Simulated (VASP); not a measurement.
Set up this calculation in VASP 6.6.1, as the native input.

| Quantity | Value |
| --- | --- |
| Task | single point |
| Functional | PBE |
| Potentials or basis | VASP PAW PBE potentials, release 64 (Li_sv, H) |
| Cutoff | 520 eV |
| k mesh | 10 × 10 × 10 |
| Occupations | gaussian, width 0.05 eV |
| Spin | no spin polarisation |
| Dipole correction | no |
| Further INCAR settings | ALGO = Normal; EDIFF = 1e-06; NBANDS = 9 |

The structure of LiH lies in POSCAR:

```
LiH
1.0
    0.0000000000      2.0325000000      2.0325000000
    2.0325000000      0.0000000000      2.0325000000
    2.0325000000      2.0325000000      0.0000000000
Li H
1 1
Direct
   -0.0984009840      0.0000000000      0.0000000000
    0.5000000000      0.5000000000      0.5000000000
```

This cell differs from its parent crystal: atom 1 (Li) moved by (-0.200, -0.200) A along y and z.

The input as run:

INCAR

```
SYSTEM = LiH
PREC = Accurate
ENCUT = 520
EDIFF = 1E-6
ISMEAR = 0
SIGMA = 0.05
LREAL = .False.
LASPH = .True.
NELM = 80
ALGO = Normal
ISIF = 2
LWAVE = .False.
LCHARG = .False.
GGA = PE
NBANDS = 9
```

KPOINTS

```
regular mesh
0
Gamma
  10 10 10
  0 0 0
```

Potentials or basis: VASP PAW PBE potentials, release 64 (Li_sv, H).

The run is started by

```bash
$ cat potpaw_PBE.64/Li_sv/POTCAR potpaw_PBE.64/H/POTCAR > POTCAR
$ mpirun -np 1 vasp_std > vasp.out
```

It gave:

```yaml
Largest_force: 0.305 eV/Å
Band_gap_on_the_k_mesh: 3.04 eV
```

Caveat: the cell differs from its parent crystal (atom 1 (Li) moved by (-0.200, -0.200) A along y and z).

Run time: 31 s on 1 thread of Intel Xeon 8259CL, on a shared host, peak memory 0.15 GiB.
